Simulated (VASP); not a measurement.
# BN (Cmcm) in VASP: notebook

Runs on BN. Level: LDA. Tasks: relaxation of the atoms.

All numbers are computed with VASP 6.6.1; they aren't measurements. Logs are shortened: lines on timing, memory, paths and dates and some standing lists are left out, and cuts for length are marked.

### Step 1. The cell of the first run

The structure is orthorhombic, space group Cmcm (No. 63). Conventional cell: a = 2.671 Å, b = 4.310 Å, c = 6.971 Å, α = 90.00°, β = 90.00°, γ = 90.00°. B (site symmetry m2m) has 3 N at 1.44 to 1.52 Å within 1.9 Å. Within 1.9 Å of N (site symmetry m2m) lie 3 B at 1.44 to 1.52 Å.

### Step 2. Relaxation of the atoms, LDA (normal strain along x +0.0733, normal strain along z +0.0733)

The input, INCAR:

```
SYSTEM = BN
ALGO     = Normal         ! electronic algorithm
EDIFF    = 1E-7           ! SCF threshold, eV
EDIFFG   = -0.01          ! ionic threshold
ENCUT    = 520            ! plane-wave cutoff, eV
GGA      = CA             ! functional
IBRION   = 2              ! ionic algorithm
ISIF     = 2              ! what is computed and relaxed
ISMEAR   = 0              ! smearing method
LASPH    = .TRUE.         ! aspherical terms in the spheres
LCHARG   = .FALSE.        ! write CHGCAR
LREAL    = .FALSE.        ! projectors in reciprocal space
LWAVE    = .FALSE.        ! write WAVECAR
NELM     = 80             ! most SCF steps
NSW      = 50             ! ionic steps
PREC     = Accurate       ! precision mode
SIGMA    = 0.05           ! smearing width, eV
```

The input, KPOINTS:

```
k-points
0
G
  12 12 4
  0 0 0
```

The input, POSCAR:

```
BN
1.0
    2.6707478959      0.0000000000      0.0000000000
   -1.3353739480      2.1549757989      0.0000000000
    0.0000000000      0.0000000000      6.9713748937
B N
2 2
Direct
    0.3333333333      0.6666666667      0.2500000000
    0.6666666667      0.3333333333      0.7500000000
    0.3333333333      0.6666666667      0.7500000000
    0.6666666667      0.3333333333      0.2500000000
```

Potentials or basis: VASP PAW LDA potentials, release 64 (B, N).

Command:

```
cat potpaw_LDA.64/B/POTCAR potpaw_LDA.64/N/POTCAR > POTCAR
mpirun -np 1 vasp_std > vasp.out
```

OUTCAR:

```text
SYSTEM = BN
   EDIFF = 1E-7
   EDIFFG = -0.01
   ENCUT = 520
   GGA = CA
   IBRION = 2
   ISIF = 2
   ISMEAR = 0
   LASPH = .TRUE.
   LREAL = .FALSE.
   NELM = 80
   NSW = 50
   PREC = Accurate

 ion  position               nearest neighbor table
   1  0.333  0.667  0.250-   4 1.44   4 1.52   4 1.52
   2  0.667  0.333  0.750-   3 1.44   3 1.52   3 1.52
   3  0.333  0.667  0.750-   2 1.44   2 1.52   2 1.52
   4  0.667  0.333  0.250-   1 1.44   1 1.52   1 1.52

  Warning from LATTYP: Monoclinic adjustment (A1->A3, A2->A1, A3->A2)!
  LATTYP: Found a base centered orthorhombic cell.
 ALAT       =     2.6707478959
 B/A-ratio  =     1.6137620494
 C/A-ratio  =     2.6102706678

  Lattice vectors:

 A1 = (   1.3353739480,  -2.1549757989,   0.0000000000)
 A2 = (   1.3353739479,   2.1549757989,   0.0000000000)
 A3 = (   0.0000000000,   0.0000000000,   6.9713748937)

Analysis of symmetry for initial positions (statically):
=====================================================================
 Subroutine PRICEL returns:
 Original cell was already a primitive cell.

 Routine SETGRP: Setting up the symmetry group for a
 base centered orthorhombic supercell.

 Subroutine GETGRP returns: Found  8 space group operations
 (whereof  4 operations were pure point group operations)
 out of a pool of  8 trial point group operations.

The static configuration has the point symmetry C_2h.
 The point group associated with its full space group is D_2h.

Analysis of symmetry for dynamics (positions and initial velocities):
=====================================================================
 Subroutine PRICEL returns:
 Original cell was already a primitive cell.

 Routine SETGRP: Setting up the symmetry group for a
 base centered orthorhombic supercell.

 Subroutine GETGRP returns: Found  8 space group operations
 (whereof  4 operations were pure point group operations)
 out of a pool of  8 trial point group operations.

The dynamic configuration has the point symmetry C_2h.
 The point group associated with its full space group is D_2h.

 Subroutine INISYM returns: Found  8 space group operations
 (whereof  4 operations are pure point group operations),
 and found     1 'primitive' translations

----------------------------------------------------------------------------------------

                                     Primitive cell

  volume of cell :      40.1230

  direct lattice vectors                    reciprocal lattice vectors
     2.670747896  0.000000000  0.000000000     0.374426954  0.232021167  0.000000000
    -1.335373948  2.154975799  0.000000000     0.000000000  0.464042334  0.000000000
     0.000000000  0.000000000  6.971374894     0.000000000  0.000000000  0.143443727

  length of vectors
     2.670747896  2.535181310  6.971374894     0.440487646  0.464042334  0.143443727

  position of ions in fractional coordinates (direct lattice)
     0.333333333  0.666666667  0.250000000
     0.666666667  0.333333333  0.750000000
     0.333333333  0.666666667  0.750000000
     0.666666667  0.333333333  0.250000000

  ion indices of the primitive-cell ions
   primitive index   ion index
                 1           1
                 2           2
                 3           3
                 4           4

----------------------------------------------------------------------------------------

 KPOINTS: k-points

Automatic generation of k-mesh.
 Grid dimensions read from file:
 generate k-points for:   12   12    4

 Generating k-lattice:

  Cartesian coordinates                     Fractional coordinates (reciprocal lattice)
     0.031202246  0.019335097  0.000000000     0.083333333 -0.000000000  0.000000000
     0.000000000  0.038670195  0.000000000     0.000000000  0.083333333  0.000000000
     0.000000000  0.000000000  0.035860932     0.000000000  0.000000000  0.250000000

  Length of vectors
     0.036707304  0.038670195  0.035860932

  Shift w.r.t. Gamma in fractional coordinates (k-lattice)
     0.000000000  0.000000000  0.000000000

 Subroutine IBZKPT returns following result:
 ===========================================

 Found    129 irreducible k-points:

 Following reciprocal coordinates:
            Coordinates               Weight
  0.000000  0.000000  0.000000      1.000000
  0.083333  0.000000  0.000000      4.000000
  0.166667 -0.000000  0.000000      4.000000
  0.250000  0.000000  0.000000      4.000000
  0.333333  0.000000  0.000000      4.000000
  0.416667 -0.000000  0.000000      4.000000
[... 16 lines left out ...]
  0.333333  0.166667  0.000000      4.000000
  0.416667  0.166667  0.000000      4.000000
 [... further k-points ...]
   k-points           NKPTS =    129   k-points in BZ     NKDIM =    129   number of bands    NBANDS=     12
   number of dos      NEDOS =    301   number of ions     NIONS =      4
   total plane-waves  NPLWV =  21600
   dimension x,y,z NGX =    20 NGY =   20 NGZ =   54
   dimension x,y,z NGXF=    40 NGYF=   40 NGZF=  108
   ions per type =               2   2
   NGX,Y,Z   is equivalent  to a cutoff of  12.45, 13.12, 12.88 a.u.
   NGXF,Y,Z  is equivalent  to a cutoff of  24.90, 26.23, 25.75 a.u.
 SYSTEM =  BN
   PREC   = accura    normal or accurate (medium, high low for compatibility)
   ISTART =      0    job   : 0-new  1-cont  2-samecut
   ICHARG =      2    charge: 1-file 2-atom 10-const
   ISPIN  =      1    spin polarized calculation?
   LNONCOLLINEAR =      F non collinear calculations
   LSORBIT =      F    spin-orbit coupling
   LASPH  =      T    aspherical Exc in radial PAW
   ENCUT  =  520.0 eV  38.22 Ry    6.18 a.u.   4.97  4.71 12.96*2*pi/ulx,y,z
   NELM   =     80;   NELMIN=  2; NELMDL= -5     # of ELM steps
   EDIFF  = 0.1E-06   stopping-criterion for ELM
   LREAL  =      F    real-space projection
   EDIFFG = -.1E-01   stopping-criterion for IOM
   NSW    =     50    number of steps for IOM
   IBRION =      2    ionic relax: 0-MD 1-quasi-New 2-CG
   NFREE  =      1    steps in history (QN), initial steepest desc. (CG)
   ISIF   =      2    stress and relaxation
   ISYM   =      2    0-nonsym 1-usesym 2-fastsym
   POTIM  = 0.5000    time-step for ionic-motion
   TEBEG  =    0.0;   TEEND  =   0.0 temperature during run
   PSTRESS=    0.0 pullay stress
   NELECT =      16.0000    total number of electrons
   NUPDOWN=      -1.0000    fix difference up-down
   EMIN   =  10.00;   EMAX   =-10.00  energy-range for DOS
   EFERMI =   0.00;   METHOD = LEGACY
   ISMEAR =     0;   SIGMA  =   0.05  broadening in eV -4-tet -1-fermi 0-gaus
   EFERMI_NEDOS =   21; number of points for ismear=-14 and -15
   IALGO  =     38    algorithm
   IMIX   =      4    mixing-type and parameters
     AMIX     =   0.40;   BMIX     =  1.00
     AMIX_MAG =   1.60;   BMIX_MAG =  1.00
  volume/ion in A,a.u.               =      10.03        67.69
  Fermi-wavevector in a.u.,A,eV,Ry     =   1.204990  2.277102 19.755684  1.452002
  Thomas-Fermi vector in A             =   2.340700
   LORBIT       =      0    0 simple, 1 ext, 2 COOP (PROOUT), +10 PAW based schemes
   GGA     = CA    functional components
   LHFCALC =     F    Hartree Fock is set to
   AEXX    =    0.0000 exact exchange contribution
   IVDW    =     0    specifies the selected vdW correction
   LEPSILON=     F    determine dielectric tensor
   LRPA    =     F    only Hartree local field effects (RPA)
 conjugate gradient relaxation of ions
 non-spin polarized calculation
 Gauss-broadening in eV      SIGMA  =   0.05
  energy-cutoff  :      520.00
  volume of cell :       40.12
 maximum number of plane-waves:      1097
   NGX =  9   NGY =  9   NGZ = 25

--------------------------------------- Ionic step        1  -------------------------------------------

 number of electron      15.9999998 magnetization

 Free energy of the ion-electron system (eV)
  ---------------------------------------------------
  ext. energy  EPLUGINS =         0.00000000
  ---------------------------------------------------
  free energy    TOTEN  =       -38.10268898 eV

  energy without entropy =      -38.10268898  energy(sigma->0) =      -38.10268898

------------------------ aborting loop because EDIFF is reached ----------------------------------------

  FORCE on cell =-STRESS in cart. coord.  units (eV):
  Direction    XX          YY          ZZ          XY          YZ          ZX
  --------------------------------------------------------------------------------------
  -------------------------------------------------------------------------------------
  Total      -12.8477416     -2.2391404     -0.3547436      0.0000000     -0.0000000      0.0000000
  in kB     -513.0310427    -89.4124876    -14.1654836      0.0000000     -0.0000000      0.0000000
  external PRESSURE =    -205.5363379 kB  Pullay stress =       0.0000000 kB
[... 61 lines left out ...]
  energy  without entropy=      -38.0617595571  energy(sigma->0) =      -38.06175956

--------------------------------------- Ionic step        3  -------------------------------------------

 number of electron      15.9999998 magnetization

 Free energy of the ion-electron system (eV)
  ---------------------------------------------------
  ext. energy  EPLUGINS =         0.00000000
  ---------------------------------------------------
  free energy    TOTEN  =       -38.11120336 eV

  energy without entropy =      -38.11120336  energy(sigma->0) =      -38.11120336

 E-fermi :   1.6930     XC(G=0): -10.0430

 val. band max:        1.4761239557   @ k =   0.2500   0.3333   0.0000
 cond. band min:       5.2523147583   @ k =   0.5000   0.0000   0.0000
 fundamental gap:      3.7761908026
 Fermi energy:         1.6930380032

 k-point     1 :       0.0000    0.0000    0.0000
  band No.  band energies     occupation
      1     -15.6425      2.00000
      2     -15.4194      2.00000
      3      -4.3108      2.00000
      4      -2.5054      2.00000
      5      -0.2602      2.00000
      6      -0.2310      2.00000
      7       0.2271      2.00000
      8       0.2557      2.00000
      9       6.0206      0.00000
     10      10.5942      0.00000
     11      11.1122      0.00000
     12      11.6838      0.00000
[... 331 lines left out ...]
 k-point    24 :       0.4167    0.1667    0.0000
  band No.  band energies     occupation
      1     -12.5835      2.00000
      2     -12.5291      2.00000
      3      -6.8811      2.00000
      4      -6.8065      2.00000
      5      -3.6161      2.00000
      6      -3.5574      2.00000
      7       0.3688      2.00000
      8       1.1170      2.00000
      9       5.5085      0.00000
     10       6.4094      0.00000
     11      11.9459      0.00000
     12      13.1711      0.00000

 [... further k-points ...]

------------------------ aborting loop because EDIFF is reached ----------------------------------------

  FORCE on cell =-STRESS in cart. coord.  units (eV):
  Direction    XX          YY          ZZ          XY          YZ          ZX
  --------------------------------------------------------------------------------------
  -------------------------------------------------------------------------------------
  Total      -12.7533066     -2.7190910     -0.3575621      0.0000000      0.0000000      0.0000000
  in kB     -509.2601010   -108.5776905    -14.2780302      0.0000000      0.0000000      0.0000000
  external PRESSURE =    -210.7052739 kB  Pullay stress =       0.0000000 kB
[... 19 lines left out ...]
  FREE ENERGIE OF THE ION-ELECTRON SYSTEM (eV)
  ---------------------------------------------------
  free  energy   TOTEN  =       -38.1112033642 eV

  energy  without entropy=      -38.1112033642  energy(sigma->0) =      -38.11120336

 reached required accuracy - stopping structural energy minimisation
```

Run time: 96 s. Hardware: 1 thread of Intel Xeon Platinum 8259CL at 2.50GHz (Skylake/Cascade Lake), shared host; peak memory 0.17 GiB.

Results:

* Free energy: -38.1112 eV
* Energy gained by relaxing: 2.1 meV/atom
* Ionic steps: 3
* Pressure after relaxing: -21.1 GPa
* Largest force after relaxing: 0.004 eV/Å
* Band gap on the k mesh: 3.78 eV (least direct gap 4.32 eV)

Forces on the atoms (eV/Å):
```
B    0.000  0.004  0.000
B    0.000 -0.004  0.000
N    0.000 -0.004  0.000
N    0.000  0.004  0.000
```

The path:
| step | energy change (eV) | largest force (eV/Å) | pressure (GPa) |
| --- | --- | --- | --- |
| 1 | 0.0000 | 0.5621 | -20.55 |
| 2 | 0.0409 | 1.2614 | -21.74 |
| 3 | -0.0085 | 0.0044 | -21.07 |

Final structure:
```yaml
crystal:
  lattice:
    - [2.67075, 0.00000, 0.00000]
    - [-1.33537, 2.15498, 0.00000]
    - [0.00000, 0.00000, 6.97137]
  atoms:
    - { symbol: B, position: [0.33156, 0.66312, 0.25000] }
    - { symbol: B, position: [0.66844, 0.33688, 0.75000] }
    - { symbol: N, position: [0.33153, 0.66306, 0.75000] }
    - { symbol: N, position: [0.66847, 0.33694, 0.25000] }
```

Caveat: the cell differs from its parent crystal (normal strain along x +0.0733, normal strain along z +0.0733). A k mesh can miss the band edges.

[end of part 1 of 2]
